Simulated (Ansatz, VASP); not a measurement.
# Ti: VASP beside Ansatz

```
Ti
1.0
     2.97950    0.00000    0.00000
    -1.48975    2.58032    0.00000
     0.00000    0.00000    4.68600
Ti
2
Direct
  0.33333 0.66667 0.25000
  0.66667 0.33333 0.75000
```

Change from the starting cell: equal xx and yy strain of +1 %.

Alike in both runs: task single point; functional PBEsol; k mesh 13 × 13 × 7; occupations fermi-dirac, width 0.08 eV; no spin polarisation.

|  | VASP | Ansatz |
| --- | --- | --- |
| version | VASP 6.6.1 | Ansatz 0.2.0 |
| potentials or method | VASP PAW PBE potentials, release 64 (Ti_sv), cutoff 520 eV | all-electron LAPW, scalar-relativistic |

|  | VASP | Ansatz | Ansatz less VASP |
| --- | --- | --- | --- |
| pressure (GPa) | -7.8 | -7.7 | +0.14 |
| traceless stress, the component that is largest in VASP (GPa) | 0.31 | 0.31 | +0.009 |

VASP's potentials were made for PBE, not for PBEsol. Ansatz ran all-electron here, and VASP with PAW potentials.
